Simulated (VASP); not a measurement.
# Zr2C3 (P-3m1) in VASP: notebook

Zr2C3 is run at these levels: PBE; tasks: single point.

Everything below comes from runs of VASP 6.6.1. Logs are shortened: lines on timing, memory, paths and dates and some standing lists are left out, and cuts for length are marked.

## Step 1: The cell of the first run

The structure is trigonal, space group P-3m1 (No. 164). Conventional cell: a = 3.150 Å, b = 3.150 Å, c = 6.756 Å, α = 90.00°, β = 90.00°, γ = 120.00°. Within 3.0 Å of Zr (site symmetry 3m) lie 7 C at 2.26 to 2.53 Å. Within 3.0 Å of C (site symmetry -3m) lie 6 Zr at 2.26 Å. Within 2.6 Å of C (site symmetry 3m) lie 3 C at 1.90 Å and 4 Zr at 2.33 to 2.53 Å.

## Step 2: Single point, PBE

INCAR

```
PREC = Accurate ; ENCUT = 520
EDIFF = 1E-6 ; ISMEAR = 0
SIGMA = 0.1 ; LREAL = False
LASPH = True ; NELM = 80
ALGO = Normal ; ISIF = 2
LWAVE = False ; LCHARG = True
GGA = PE ; LELF = True
LVHAR = True ; NBANDS = 26
```

KPOINTS

```
regular mesh
0
Gamma
  12 12 6
```

POSCAR

```
Zr2C3
1.0
    3.1504094923      0.0000000000      0.0000000000
   -1.5752047461      2.7283346527      0.0000000000
    0.0000000000      0.0000000000      6.7560279800
Zr C
2 3
Direct
    0.3333333333      0.6666666667      0.1973797141
    0.6666666667      0.3333333333      0.8026202859
    0.0000000000      0.0000000000      0.0000000000
    0.3333333333      0.6666666667      0.5415544818
    0.6666666667      0.3333333333      0.4584455182
```

Potentials or basis: VASP PAW PBE potentials, release 64 (Zr_sv, C).

On the command line:

```bash
> cat potpaw_PBE.64/Zr_sv/POTCAR potpaw_PBE.64/C/POTCAR > POTCAR
> mpirun -np 1 vasp_std > vasp.out
```

OUTCAR:

```text
PREC = Accurate
   ENCUT = 520
   EDIFF = 1E-6
   ISMEAR = 0
   LREAL = False
   LASPH = True
   NELM = 80
   ISIF = 2
   GGA = PE

 ion  position               nearest neighbor table
   1  0.333  0.667  0.197-   3 2.26   3 2.26   3 2.26   4 2.33   5 2.53   5 2.53   5 2.53   2 3.23
                             2 3.23   2 3.23
   2  0.667  0.333  0.803-   3 2.26   3 2.26   3 2.26   5 2.33   4 2.53   4 2.53   4 2.53   1 3.23
                             1 3.23   1 3.23
   3  0.000  0.000  0.000-   1 2.26   2 2.26   2 2.26   1 2.26   2 2.26   1 2.26
   4  0.333  0.667  0.542-   5 1.90   5 1.90   5 1.90   1 2.33   2 2.53   2 2.53   2 2.53
   5  0.667  0.333  0.458-   4 1.90   4 1.90   4 1.90   2 2.33   1 2.53   1 2.53   1 2.53

  LATTYP: Found a hexagonal cell.
 ALAT       =     3.1504094923
 C/A-ratio  =     2.1444920086

  Lattice vectors:

 A1 = (   3.1504094923,   0.0000000000,   0.0000000000)
 A2 = (  -1.5752047461,   2.7283346527,   0.0000000000)
 A3 = (   0.0000000000,   0.0000000000,   6.7560279800)

Analysis of symmetry for initial positions (statically):
=====================================================================
 Subroutine PRICEL returns:
 Original cell was already a primitive cell.

 Routine SETGRP: Setting up the symmetry group for a
 hexagonal supercell.

 Subroutine GETGRP returns: Found 12 space group operations
 (whereof 12 operations were pure point group operations)
 out of a pool of 24 trial point group operations.

The static configuration has the point symmetry D_3d.

Analysis of symmetry for dynamics (positions and initial velocities):
=====================================================================
 Subroutine PRICEL returns:
 Original cell was already a primitive cell.

 Routine SETGRP: Setting up the symmetry group for a
 hexagonal supercell.

 Subroutine GETGRP returns: Found 12 space group operations
 (whereof 12 operations were pure point group operations)
 out of a pool of 24 trial point group operations.

The dynamic configuration has the point symmetry D_3d.

 Subroutine INISYM returns: Found 12 space group operations
 (whereof 12 operations are pure point group operations),
 and found     1 'primitive' translations

----------------------------------------------------------------------------------------

                                     Primitive cell

  volume of cell :      58.0706

  direct lattice vectors                    reciprocal lattice vectors
     3.150409492  0.000000000  0.000000000     0.317419054  0.183261976  0.000000000
    -1.575204746  2.728334653  0.000000000     0.000000000  0.366523952  0.000000000
     0.000000000  0.000000000  6.756027980     0.000000000  0.000000000  0.148015965

  length of vectors
     3.150409492  3.150409492  6.756027980     0.366523952  0.366523952  0.148015965

  position of ions in fractional coordinates (direct lattice)
     0.333333333  0.666666667  0.197379714
     0.666666667  0.333333333  0.802620286
     0.000000000  0.000000000  0.000000000
     0.333333333  0.666666667  0.541554482
     0.666666667  0.333333333  0.458445518

  ion indices of the primitive-cell ions
   primitive index   ion index
                 1           1
                 2           2
                 3           3
                 4           4
                 5           5

----------------------------------------------------------------------------------------

 KPOINTS: regular mesh

Automatic generation of k-mesh.
 Grid dimensions read from file:
 generate k-points for:   12   12    6

 Generating k-lattice:

  Cartesian coordinates                     Fractional coordinates (reciprocal lattice)
     0.026451588  0.015271831  0.000000000     0.083333333  0.000000000  0.000000000
     0.000000000  0.030543663  0.000000000     0.000000000  0.083333333  0.000000000
     0.000000000  0.000000000  0.024669327     0.000000000  0.000000000  0.166666667

  Length of vectors
     0.030543663  0.030543663  0.024669327

  Shift w.r.t. Gamma in fractional coordinates (k-lattice)
     0.000000000  0.000000000  0.000000000

 Subroutine IBZKPT returns following result:
 ===========================================

 Found    100 irreducible k-points:

 Following reciprocal coordinates:
            Coordinates               Weight
  0.000000  0.000000  0.000000      1.000000
  0.083333  0.000000  0.000000      6.000000
  0.166667 -0.000000  0.000000      6.000000
  0.250000  0.000000  0.000000      6.000000
  0.333333  0.000000  0.000000      6.000000
  0.416667  0.000000  0.000000      6.000000
[... 16 lines left out ...]
  0.166667 -0.000000  0.166667      6.000000
  0.000000  0.166667  0.166667      6.000000
 [... further k-points ...]
   k-points           NKPTS =    100   k-points in BZ     NKDIM =    100   number of bands    NBANDS=     26
   number of dos      NEDOS =    301   number of ions     NIONS =      5
   total plane-waves  NPLWV =  28800
   dimension x,y,z NGX =    24 NGY =   24 NGZ =   50
   dimension x,y,z NGXF=    48 NGYF=   48 NGZF=  100
   ions per type =               2   3
   NGX,Y,Z   is equivalent  to a cutoff of  12.66, 12.66, 12.30 a.u.
   NGXF,Y,Z  is equivalent  to a cutoff of  25.33, 25.33, 24.61 a.u.
 SYSTEM =  unknown system
   PREC   = accura    normal or accurate (medium, high low for compatibility)
   ISTART =      0    job   : 0-new  1-cont  2-samecut
   ICHARG =      2    charge: 1-file 2-atom 10-const
   ISPIN  =      1    spin polarized calculation?
   LNONCOLLINEAR =      F non collinear calculations
   LSORBIT =      F    spin-orbit coupling
   LASPH  =      T    aspherical Exc in radial PAW
   ENCUT  =  520.0 eV  38.22 Ry    6.18 a.u.   5.86  5.86 12.56*2*pi/ulx,y,z
   NELM   =     80;   NELMIN=  2; NELMDL= -5     # of ELM steps
   EDIFF  = 0.1E-05   stopping-criterion for ELM
   LREAL  =      F    real-space projection
   EDIFFG = 0.1E-04   stopping-criterion for IOM
   NSW    =      0    number of steps for IOM
   IBRION =     -1    ionic relax: 0-MD 1-quasi-New 2-CG
   NFREE  =      0    steps in history (QN), initial steepest desc. (CG)
   ISIF   =      2    stress and relaxation
   ISYM   =      2    0-nonsym 1-usesym 2-fastsym
   POTIM  = 0.5000    time-step for ionic-motion
   TEBEG  =    0.0;   TEEND  =   0.0 temperature during run
   PSTRESS=    0.0 pullay stress
   NELECT =      36.0000    total number of electrons
   NUPDOWN=      -1.0000    fix difference up-down
   EMIN   =  10.00;   EMAX   =-10.00  energy-range for DOS
   EFERMI =   0.00;   METHOD = LEGACY
   ISMEAR =     0;   SIGMA  =   0.10  broadening in eV -4-tet -1-fermi 0-gaus
   EFERMI_NEDOS =   21; number of points for ismear=-14 and -15
   IALGO  =     38    algorithm
   IMIX   =      4    mixing-type and parameters
     AMIX     =   0.40;   BMIX     =  1.00
     AMIX_MAG =   1.60;   BMIX_MAG =  1.00
  volume/ion in A,a.u.               =      11.61        78.38
  Fermi-wavevector in a.u.,A,eV,Ry     =   1.395909  2.637885 26.511778  1.948561
  Thomas-Fermi vector in A             =   2.519314
   LORBIT       =      0    0 simple, 1 ext, 2 COOP (PROOUT), +10 PAW based schemes
   GGA     = PE    functional components
   LHFCALC =     F    Hartree Fock is set to
   AEXX    =    0.0000 exact exchange contribution
   IVDW    =     0    specifies the selected vdW correction
   LEPSILON=     F    determine dielectric tensor
   LRPA    =     F    only Hartree local field effects (RPA)
 non-spin polarized calculation
 Gauss-broadening in eV      SIGMA  =   0.10
  energy-cutoff  :      520.00
  volume of cell :       58.07
 maximum number of plane-waves:      1582
   NGX = 11   NGY = 11   NGZ = 25

 number of electron      36.0000002 magnetization

 Free energy of the ion-electron system (eV)
  ---------------------------------------------------
  ext. energy  EPLUGINS =         0.00000000
  ---------------------------------------------------
  free energy    TOTEN  =       -44.41517747 eV

  energy without entropy =      -44.41067910  energy(sigma->0) =      -44.41292828

 E-fermi :  10.1835     XC(G=0): -12.2231

 val. band max:       10.1730787419   @ k =   0.1667   0.1667   0.3333
 cond. band min:      10.2043100649   @ k =   0.4167   0.0833   0.5000
 fundamental gap:      0.0312313230
 Fermi energy:        10.1834898254

 k-point     1 :       0.0000    0.0000    0.0000
  band No.  band energies     occupation
      1     -38.2358      2.00000
      2     -38.1596      2.00000
      3     -16.8533      2.00000
      4     -16.1653      2.00000
      5     -15.8872      2.00000
      6     -15.8872      2.00000
[... 18 lines left out ...]
     25      13.9608      0.00000
     26      14.8584      0.00000

 k-point     2 :       0.0833    0.0000    0.0000
  band No.  band energies     occupation
      1     -38.2263      2.00000
      2     -38.1523      2.00000
      3     -16.8315      2.00000
      4     -16.1662      2.00000
      5     -15.9556      2.00000
      6     -15.9079      2.00000
[... 18 lines left out ...]
     25      13.9430      0.00000
     26      14.3347      0.00000

 k-point     3 :       0.1667   -0.0000    0.0000
  band No.  band energies     occupation
      1     -38.2000      2.00000
      2     -38.1327      2.00000
      3     -16.7726      2.00000
      4     -16.2141      2.00000
      5     -16.1023      2.00000
      6     -16.0754      2.00000
[... 18 lines left out ...]
     25      14.0305      0.00000
     26      14.2328      0.00000

 k-point     4 :       0.2500    0.0000    0.0000
  band No.  band energies     occupation
      1     -38.1633      2.00000
      2     -38.1063      2.00000
      3     -16.7043      2.00000
      4     -16.4321      2.00000
      5     -16.3061      2.00000
      6     -16.1176      2.00000
[... 18 lines left out ...]
     25      14.4819      0.00000
     26      14.8097      0.00000
[... 496 lines left out ...]
      1     -38.2259      2.00000
      2     -38.1527      2.00000
      3     -16.8138      2.00000
      4     -16.1879      2.00000
      5     -15.9556      2.00000
      6     -15.9070      2.00000
[... 18 lines left out ...]
     25      13.9067      0.00000
     26      14.5568      0.00000

 k-point    23 :       0.1667   -0.0000    0.1667
  band No.  band energies     occupation
      1     -38.1997      2.00000
      2     -38.1330      2.00000
      3     -16.7572      2.00000
      4     -16.2324      2.00000
      5     -16.0962      2.00000
      6     -16.0811      2.00000
[... 18 lines left out ...]
     25      13.8816      0.00000
     26      14.4305      0.00000

 k-point    24 :       0.0000    0.1667    0.1667
  band No.  band energies     occupation
      1     -38.1997      2.00000
      2     -38.1330      2.00000
      3     -16.7580      2.00000
      4     -16.2236      2.00000
      5     -16.1151      2.00000
      6     -16.0702      2.00000
[... 18 lines left out ...]
     25      14.3524      0.00000
     26      14.6610      0.00000

 [... further k-points ...]
[... 5 lines left out ...]
  --------------------------------------------------------------------------------------
  -------------------------------------------------------------------------------------
  Total        0.0577773      0.0577773      0.1215587      0.0000000      0.0000000     -0.0000000
  in kB        1.5940864      1.5940864      3.3538274      0.0000000      0.0000000     -0.0000000
  external PRESSURE =       2.1806667 kB  Pullay stress =       0.0000000 kB

 VOLUME and BASIS-vectors are now :
 -----------------------------------------------------------------------------
  energy-cutoff  :      520.00
  volume of cell :       58.07
      direct lattice vectors                 reciprocal lattice vectors
     3.150409492  0.000000000  0.000000000     0.317419054  0.183261976  0.000000000
    -1.575204746  2.728334653  0.000000000     0.000000000  0.366523952  0.000000000
     0.000000000  0.000000000  6.756027980     0.000000000  0.000000000  0.148015965

 POSITION                                       TOTAL-FORCE (eV/Angst)
 -----------------------------------------------------------------------------------
     -0.00000      1.81889      1.33350        -0.000000      0.000000      0.000671
      1.57520      0.90944      5.42253        -0.000000     -0.000000     -0.000671
      0.00000      0.00000      0.00000         0.000000      0.000000      0.000000
     -0.00000      1.81889      3.65876        -0.000000      0.000000      0.007824
      1.57520      0.90944      3.09727         0.000000      0.000000     -0.007824
 -----------------------------------------------------------------------------------
    total drift:                                0.000000      0.000000     -0.000000

  FREE ENERGIE OF THE ION-ELECTRON SYSTEM (eV)
  ---------------------------------------------------
  free  energy   TOTEN  =       -44.4151774695 eV

  energy  without entropy=      -44.4106790956  energy(sigma->0) =      -44.41292828
```

Run time: 2.8 min. Hardware: 1 thread of Intel Xeon Platinum 8259CL at 2.50GHz (Skylake/Cascade Lake), shared host; peak memory 0.26 GiB.

Results:

```yaml
Free_energy: -44.4152 eV
Pressure: 0.2 GPa
Largest_force: 0.008 eV/Å
Band_gap_on_the_k_mesh: zero (bands 18 and 19 overlap by 0.87 eV)
```

Forces in eV/Å, atoms in the order of the input:
```
Zr   0.000  0.000  0.001
Zr   0.000  0.000 -0.001
C    0.000  0.000  0.000
C    0.000  0.000  0.008
C    0.000  0.000 -0.008
```

Levels at points of the mesh, in eV from the Fermi level:
| k point | band 15 | band 16 | band 17 | band 18 | band 19 | band 20 | band 21 | band 22 |
| --- | --- | --- | --- | --- | --- | --- | --- | --- |
| (0.00, 0.00, 0.00) | -2.45 | -2.41 | -2.41 | -1.11 | 1.12 | 1.12 | 1.92 | 1.92 |
| (0.50, 0.00, 0.00) | -4.16 | -2.51 | -1.97 | -1.95 | 1.26 | 1.99 | 2.72 | 4.70 |
| (0.00, 0.00, 0.50) | -2.02 | -1.80 | -1.80 | 0.38 | 0.38 | 0.46 | 1.52 | 2.64 |
| (0.50, 0.00, 0.50) | -3.28 | -2.64 | -2.42 | -2.03 | -0.50 | 3.89 | 4.32 | 4.91 |

## Step 3: Single point, PBE

INCAR

```
  PREC = Accurate
  ENCUT = 520
  EDIFF = 1E-7
  ISMEAR = 0
  SIGMA = 0.1
  LREAL = F
  LASPH = T
  NELM = 100
  ALGO = Normal
  ISIF = 2
  LWAVE = F
  LCHARG = F
  GGA = PE
  NBANDS = 26
```

KPOINTS

```
Automatic mesh
0
Gamma
  12 12 4
```

Changes to POSCAR since step 2:

```diff
@@ -10,3 +10,3 @@
     0.6666666667      0.3333333333      0.8026202859
-    0.0000000000      0.0000000000      0.0000000000
+    1.0000000000      0.0000000000      0.0000000000
     0.3333333333      0.6666666667      0.5415544818
```

Potentials or basis: VASP PAW PBE potentials, release 64 (Zr_sv, C).

On the command line:

```bash
> cat potpaw_PBE.64/Zr_sv/POTCAR potpaw_PBE.64/C/POTCAR > POTCAR
> mpirun -np 1 vasp_std > vasp.out
```

Wall time 2.7 min (1 thread of Intel Xeon Platinum 8259CL at 2.50GHz (Skylake/Cascade Lake), shared host); peak memory 0.23 GiB.

It converged, with:

```yaml
Free_energy: -44.4166 eV
Pressure: 0.2 GPa
Largest_force: 0.029 eV/Å
Band_gap_on_the_k_mesh: zero (bands 18 and 19 overlap by 0.88 eV)
```

Forces on the atoms (eV/Å):
```
Zr   0.000  0.000 -0.029
Zr   0.000  0.000  0.029
C    0.000  0.000  0.000
C    0.000  0.000 -0.010
C    0.000  0.000  0.010
```

Stress tensor (GPa, compression positive):
```
0.23 0.00 0.00
0.00 0.23 0.00
0.00 0.00 0.10
```

Levels at points of the mesh, in eV from the Fermi level:
```tsv
k point	band 15	band 16	band 17	band 18	band 19	band 20	band 21	band 22
(0.00, 0.00, 0.00)	-2.48	-2.43	-2.43	-1.15	1.09	1.09	1.88	1.88
(0.50, 0.00, 0.00)	-4.19	-2.55	-1.99	-1.98	1.22	1.96	2.69	4.67
(0.00, 0.00, 0.50)	-2.05	-1.83	-1.83	0.35	0.35	0.43	1.49	2.61
(0.50, 0.00, 0.50)	-3.31	-2.67	-2.45	-2.06	-0.53	3.86	4.29	4.88
```

The gap in the log of VASP goes by the Fermi energy; the results here count the filled bands.